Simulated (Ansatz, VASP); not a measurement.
**MgO: VASP beside Ansatz**

Contents of INCAR:

```
SYSTEM = MgO
PREC = Accurate
ENCUT = 840
EDIFF = 1E-6
ISMEAR = 0
SIGMA = 0.05
LREAL = .FALSE.
LASPH = .TRUE.
NELM = 120
ALGO = Normal
ISIF = 2
LWAVE = .FALSE.
LCHARG = .FALSE.
NBANDS = 15
GGA_COMPAT = .FALSE.
```

Contents of KPOINTS:

```
Automatic mesh
0
G
  6 6 6
  0 0 0
```

File POSCAR:

```
MgO
1.0
    0.0000000000      2.1351500000      2.1351500000
    2.1351500000      0.0000000000      2.1351500000
    2.1351500000      2.1351500000      0.0000000000
Mg O
1 1
Direct
   -0.0087815844     -0.0087815844      0.0087815844
    0.5000000000      0.5000000000      0.5000000000
```

Input for Ansatz:

```yaml
crystal:
  lattice:
    - [0.0, 2.13515, 2.13515]
    - [2.13515, 0.0, 2.13515]
    - [2.13515, 2.13515, 0.0]
  atoms:
    - { symbol: Mg, position: [-0.0087815844, -0.0087815844, 0.0087815844] }
    - { symbol: O, position: [0.5, 0.5, 0.5] }
basis:
  ecutwfc: 420
kpoints:
  mp_grid: { grid: [6, 6, 6] }
hamiltonian:
  xc: lda
scf:
  occupations: { method: gaussian, width: 0.05 }
output:
  forces: true
  stress: true
  eigenvalues: true
```

Change from the starting cell: all Mg atoms moved +0.037 Å, as atom 1 towards its neighbour atom 2 (O) at 2.135 Å.

Alike in both runs: task single point; functional LDA; k mesh 6 × 6 × 6; occupations gaussian, width 0.05 eV; no spin polarisation.

|  | VASP | Ansatz |
| --- | --- | --- |
| version | VASP 6.6.1 | Ansatz 0.2.0 |
| potentials or method | VASP PAW LDA potentials, release 64 (Mg_sv, O), cutoff 840 eV | scalar-relativistic, plane waves, PAW |
| valence electrons in the cell | 16 | 16 |

Ansatz gave:

```
gap on the k mesh at the Fermi level (eV)                     : 4.26
least direct gap on the mesh (eV)                             : 4.26
pressure (GPa)                                                : -11.5
traceless stress, the component that is largest in VASP (GPa) : 0.27
rms of the force components (eV/Å)                            : 0.086
```

Q: Which values does VASP return?

A: gap on the k mesh at the Fermi level (eV): 4.28; least direct gap on the mesh (eV): 4.28; pressure (GPa): -11.1; traceless stress, the component that is largest in VASP (GPa): 0.28; rms of the force components (eV/Å): 0.090.

LDA's correlation is that of Perdew and Zunger in VASP and of Perdew and Wang (1992) in Ansatz. Atom by atom the forces differ by 0.003 eV/Å (rms over components).

The k mesh is coarse, so the values compare programs but aren't converged.
